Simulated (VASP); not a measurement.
# TiAl3 (Amm2) in VASP: notebook, part 2 of 2

VASP 6.6.1. The steps go on from the part before.

**3. Single point, r2SCAN (atom 1 (Ti) moved by (-0.300, -0.300) A along x and y)**

POSCAR

```
TiAl3
1.0
    3.9556712500      0.0000000000      0.0000000000
    0.0000000000      3.9556712500      0.0000000000
    0.0000000000      0.0000000000      3.9556712500
Ti Al
1 3
Direct
   -0.0758404784     -0.0758404784      0.0000000000
    0.5000000000      0.5000000000      0.0000000000
    0.5000000000      0.0000000000      0.5000000000
    0.0000000000      0.5000000000      0.5000000000
```

INCAR.step1

```
SYSTEM = TiAl3
PREC = Accurate ; ENCUT = 520
ISMEAR = 0 ; SIGMA = 0.15
LREAL = .FALSE. ; LASPH = .TRUE.
NELM = 100 ; NBANDS = 18
GGA = PE ; ALGO = Normal
EDIFF = 1E-4 ; LWAVE = .TRUE.
LCHARG = .FALSE.
```

INCAR.step2

```
SYSTEM = TiAl3
PREC = Accurate ; ENCUT = 520
EDIFF = 1E-7 ; ISMEAR = 0
SIGMA = 0.15 ; LREAL = .FALSE.
LASPH = .TRUE. ; NELM = 100
ALGO = Normal ; ISIF = 2
LWAVE = .FALSE. ; LCHARG = .FALSE.
METAGGA = R2SCAN ; LMIXTAU = .TRUE.
NBANDS = 18 ; ISTART = 1
```

KPOINTS

```
Automatic mesh
0
G
  12 12 12
  0 0 0
```

Potentials or basis: VASP PAW PBE potentials, release 64 (Ti_sv, Al).

Started as:

```
$ cat potpaw_PBE.64/Ti_sv/POTCAR potpaw_PBE.64/Al/POTCAR > POTCAR
$ cp INCAR.step1 INCAR
$ mpirun -np 1 vasp_std > vasp.out
$ cp INCAR.step2 INCAR
$ mpirun -np 1 vasp_std > vasp.out
```

OUTCAR:

```text
SYSTEM = TiAl3
   PREC = Accurate
   ENCUT = 520
   EDIFF = 1E-7
   ISMEAR = 0
   LREAL = .FALSE.
   LASPH = .TRUE.
   NELM = 100
   ISIF = 2
   METAGGA = R2SCAN
   ISTART = 1

 ion  position               nearest neighbor table
   1  0.924  0.924  0.000-   2 2.37   3 2.61   4 2.61   3 2.61   4 2.61   2 2.83   2 2.83   3 3.03
                             4 3.03   4 3.03   3 3.03
   2  0.500  0.500  0.000-   1 2.37   3 2.80   4 2.80   3 2.80   4 2.80   3 2.80   3 2.80   4 2.80
                             4 2.80   1 2.83   1 2.83
   3  0.500  0.000  0.500-   1 2.61   1 2.61   4 2.80   2 2.80   2 2.80   2 2.80   4 2.80   2 2.80
                             4 2.80   4 2.80   1 3.03   1 3.03
   4  0.000  0.500  0.500-   1 2.61   1 2.61   3 2.80   2 2.80   2 2.80   3 2.80   2 2.80   3 2.80
                             2 2.80   3 2.80   1 3.03   1 3.03

  LATTYP: Found a simple cubic cell.
 ALAT       =     3.9556712500

  Lattice vectors:

 A1 = (   3.9556712500,   0.0000000000,   0.0000000000)
 A2 = (   0.0000000000,   3.9556712500,   0.0000000000)
 A3 = (   0.0000000000,   0.0000000000,   3.9556712500)

Analysis of symmetry for initial positions (statically):
[... 174 lines left out ...]
  free energy    TOTEN  =       -33.86693211 eV

  energy without entropy =      -33.84189879  energy(sigma->0) =      -33.85441545

 E-fermi :   9.0359     XC(G=0): -11.5584

 val. band max:        9.0282837863   @ k =   0.0000   0.4167   0.1667
 cond. band min:       9.0436829411   @ k =  -0.3333   0.0833   0.2500
 fundamental gap:      0.0153991548
 Fermi energy:         9.0358883009

 k-point     1 :       0.0000    0.0000    0.0000
  band No.  band energies     occupation
      1     -50.0472      2.00000
      2     -25.3797      2.00000
      3     -25.3384      2.00000
      4     -25.3124      2.00000
      5      -2.3180      2.00000
      6       5.7255      2.00000
[... 481 lines left out ...]
      5      -1.6164      2.00000
      6       3.2085      2.00000
[... 10 lines left out ...]
     17      13.8993      0.00000
     18      14.8939      0.00000

 [... further k-points ...]
[... 5 lines left out ...]
  --------------------------------------------------------------------------------------
  -------------------------------------------------------------------------------------
  Total        2.5680541      2.5680541      1.9067543      1.8364722      0.0000000      0.0000000
  in kB       66.4743615     66.4743615     49.3565453     47.5372838      0.0000000      0.0000000
  external PRESSURE =      60.7684228 kB  Pullay stress =       0.0000000 kB

 VOLUME and BASIS-vectors are now :
 -----------------------------------------------------------------------------
  energy-cutoff  :      520.00
  volume of cell :       61.90
      direct lattice vectors                 reciprocal lattice vectors
     3.955671250  0.000000000  0.000000000     0.252801595  0.000000000  0.000000000
     0.000000000  3.955671250  0.000000000     0.000000000  0.252801595  0.000000000
     0.000000000  0.000000000  3.955671250     0.000000000  0.000000000  0.252801595

 POSITION                                       TOTAL-FORCE (eV/Angst)
 -----------------------------------------------------------------------------------
      3.65567      3.65567      0.00000         3.412240      3.412240      0.000000
      1.97784      1.97784      0.00000        -1.870230     -1.870230      0.000000
      1.97784      0.00000      1.97784        -1.254905     -0.287105      0.000000
      0.00000      1.97784      1.97784        -0.287105     -1.254905      0.000000
 -----------------------------------------------------------------------------------
    total drift:                                0.000154      0.000154      0.000001

  FREE ENERGIE OF THE ION-ELECTRON SYSTEM (eV)
  ---------------------------------------------------
  free  energy   TOTEN  =       -33.8669321147 eV

  energy  without entropy=      -33.8418987876  energy(sigma->0) =      -33.85441545
```

OUTCAR.step1:

```text
SYSTEM = TiAl3
   PREC = Accurate
   ENCUT = 520
   ISMEAR = 0
   LREAL = .FALSE.
   LASPH = .TRUE.
[... 737 lines left out ...]
      1.97784      1.97784      0.00000        -1.789853     -1.789853      0.000000
      1.97784      0.00000      1.97784        -1.190106     -0.232074      0.000000
      0.00000      1.97784      1.97784        -0.232074     -1.190106      0.000000
 -----------------------------------------------------------------------------------
    total drift:                               -0.001710     -0.001710      0.000001

  FREE ENERGIE OF THE ION-ELECTRON SYSTEM (eV)
  ---------------------------------------------------
  free  energy   TOTEN  =       -19.6558583939 eV

  energy  without entropy=      -19.6285088108  energy(sigma->0) =      -19.64218360
```

OSZICAR.step1:

```text
N       E                     dE             d eps       ncg     rms          rms(c)
DAV:   1     0.123872074344E+03    0.12387E+03   -0.86107E+03 10836   0.109E+03
DAV:   2    -0.914188529475E+01   -0.13301E+03   -0.12920E+03 11012   0.292E+02
DAV:   3    -0.209836862630E+02   -0.11842E+02   -0.11627E+02 19456   0.693E+01
DAV:   4    -0.213931613789E+02   -0.40948E+00   -0.40797E+00 12928   0.125E+01
DAV:   5    -0.214077994826E+02   -0.14638E-01   -0.14633E-01 16046   0.235E+00    0.113E+01
DAV:   6    -0.205134481371E+02    0.89435E+00   -0.20790E+01 15084   0.335E+01    0.720E+00
DAV:   7    -0.197316239836E+02    0.78182E+00   -0.87147E+00 13648   0.203E+01    0.348E+00
DAV:   8    -0.196718338221E+02    0.59790E-01   -0.78671E-01 13842   0.669E+00    0.105E+00
DAV:   9    -0.196566517895E+02    0.15182E-01   -0.16066E-01 13720   0.311E+00    0.260E-01
DAV:  10    -0.196563889106E+02    0.26288E-03   -0.37061E-03 12636   0.434E-01    0.191E-01
DAV:  11    -0.196559104633E+02    0.47845E-03   -0.60127E-03 15390   0.524E-01    0.114E-01
DAV:  12    -0.196558583939E+02    0.52069E-04   -0.84051E-04 13076   0.240E-01
   1 F= -.19655858E+02 E0= -.19642184E+02  d E =-.273496E-01
```

Wall time 32 min (1 thread of AMD EPYC 7R13, shared host); peak memory 0.39 GiB.

Results:

| Property | Result |
| --- | --- |
| Free energy | -33.8669 eV |
| Pressure | 6.1 GPa |
| Largest force | 4.826 eV/Å |

Forces on the atoms (eV/Å):
```
Ti   3.412  3.412  0.000
Al  -1.870 -1.870  0.000
Al  -1.255 -0.287  0.000
Al  -0.287 -1.255  0.000
```

Levels at points of the mesh, in eV from the Fermi level:
```tsv
k point	band 7	band 8	band 9	band 10	band 11	band 12	band 13	band 14
(0.00, 0.00, 0.00)	-3.25	-2.34	-2.14	-1.98	0.09	0.26	0.40	0.79
(0.50, 0.00, 0.00)	-2.39	-2.30	-2.26	0.05	0.69	0.91	1.27	1.38
(0.00, 0.00, 0.50)	-2.29	-2.27	-2.23	-0.07	0.81	0.86	1.07	1.09
(0.50, 0.50, 0.00)	-6.38	-5.27	-1.38	-1.35	0.57	1.09	1.35	1.50
(0.00, 0.50, 0.50)	-6.37	-5.19	-1.26	-1.22	0.41	1.01	1.44	1.75
(0.50, 0.50, 0.50)	-5.25	-4.92	-3.75	-3.72	-3.60	0.40	1.48	1.62
```

Caveat: the cell differs from its parent crystal (atom 1 (Ti) moved by (-0.300, -0.300) A along x and y); the PAW data sets were made with another functional, which shifts forces and pressure a little.
